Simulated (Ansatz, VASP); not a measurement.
WC in VASP and in Ansatz

File POSCAR:

```
WC
1.0
    0.0000000000      2.3021091000      2.3021091000
    2.3021091000      0.0000000000      2.3021091000
    2.3021091000      2.3021091000      0.0000000000
W C
1 1
Direct
    0.0000000000      0.0000000000      0.0000000000
    0.7500000000      0.7500000000      0.7500000000
```

INCAR.step1

```
SYSTEM = WC
ALGO = Normal
EDIFF = 1E-5
ENCUT = 520
GGA = PE
ISIF = 2
ISMEAR = -1
LASPH = .True.
LCHARG = .False.
LREAL = .False.
LWAVE = .True.
NBANDS = 16
NELM = 60
PREC = Accurate
SIGMA = 0.05
```

File INCAR.step2:

```
SYSTEM = WC
ALGO = Normal
EDIFF = 1E-6
ENCUT = 520
GGA = PE
HFSCREEN = 0.2079
ISIF = 2
ISMEAR = -1
ISTART = 1
LASPH = .True.
LCHARG = .False.
LHFCALC = .True.
LREAL = .False.
LWAVE = .False.
NBANDS = 16
NELM = 60
PREC = Accurate
PRECFOCK = Normal
SIGMA = 0.05
```

Contents of KPOINTS:

```
k-points
0
Gamma
  5 5 5
  0 0 0
```

input

```
crystal:
  lattice:
    - [0.0, 2.3021091, 2.3021091]
    - [2.3021091, 0.0, 2.3021091]
    - [2.3021091, 2.3021091, 0.0]
  atoms:
    - { symbol: W, position: [0.0, 0.0, 0.0] }
    - { symbol: C, position: [0.75, 0.75, 0.75] }
hamiltonian:
  xc: hse06
  pseudopotentials: { kind: paw }
kpoints:
  mp_grid: { grid: [5, 5, 5] }
  band_path:
    path:
      - [[0.0, 0.0, 0.0], [0.5, 0.0, 0.5], [0.5, 0.25, 0.75], [0.375, 0.375, 0.75], [0.0, 0.0, 0.0], [0.5, 0.5, 0.5], [0.625, 0.25, 0.625], [0.5, 0.25, 0.75], [0.5, 0.5, 0.5], [0.375, 0.375, 0.75]]
      - [[0.625, 0.25, 0.625], [0.5, 0.0, 0.5]]
    npoints: 4
scf:
  occupations: { method: fermi_dirac, width: 0.05 }
  n_extra_bands: 6
output:
  forces: true
  stress: true
  eigenvalues: true
  fatbands: false
```

Alike in both runs: functional HSE06; k mesh 5 × 5 × 5; occupations fermi-dirac, width 0.05 eV; no spin polarisation.

```csv
,VASP,Ansatz
version,VASP 6.6.1,Ansatz 0.2.0
potentials or method,"VASP PAW PBE potentials, release 64 (W_sv, C)",Ansatz PAW
plane-wave cutoff (eV),520,420
valence electrons in the cell,18,18
task,single point,band structure
```

VASP gave:

```
gap on the k mesh at the Fermi level (eV) : none
pressure (GPa)                            : 11.7
```

Task: Estimate Ansatz's values.

Result: gap on the k mesh at the Fermi level (eV): none; pressure (GPa): 11.3.

A gap of «none» marks a metal or a gap that the smearing closes.

The k mesh is coarse, so the values compare programs but aren't converged. Spin-orbit coupling is off throughout.
